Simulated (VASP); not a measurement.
Au: single point with LDA

The system is Au, a slab with vacuum.

```
Au
1.0
     2.86261    0.00000    0.00000
     0.00000    2.86261    0.00000
     0.00000    0.00000   19.01780
Au
5
Direct
  0.00000 0.00000 0.28920
  0.50000 0.50000 0.39379
  0.00000 0.00000 0.50000
  0.50000 0.50000 0.60621
  0.00000 0.00000 0.71080
```

| Property | Result |
| --- | --- |
| Program | VASP 6.6.1 |
| Task | single point |
| Functional | LDA |
| Potentials or basis | VASP PAW LDA potentials, release 64 (Au) |
| Cutoff | 520 eV |
| k mesh | 11 × 11 × 1 |
| Occupations | fermi-dirac, width 0.05 eV |
| Spin | no spin polarisation |

- Largest force: 0.031 eV/Å
- Band gap on the k mesh: zero (an odd number of electrons rules out a gap without spin polarisation)

Forces in eV/Å, atoms in the order of the input:
```
Au   0.000  0.000 -0.031
Au   0.000  0.000 -0.004
Au   0.000  0.000  0.000
Au   0.000  0.000  0.004
Au   0.000  0.000  0.031
```

Levels at points of the mesh, in eV from the Fermi level:
```
           k point  band 26  band 27  band 28  band 29  band 30  band 31
(0.00, 0.00, 0.00)    -1.90    -1.83    -1.68    -1.68    -0.07     1.29
```

Run time: 3.7 min on 1 thread of Intel Xeon 8259CL, with other jobs on the host, peak memory 0.26 GiB.

Caveat: spin-orbit coupling is left out, which moves the levels of the heavy elements.
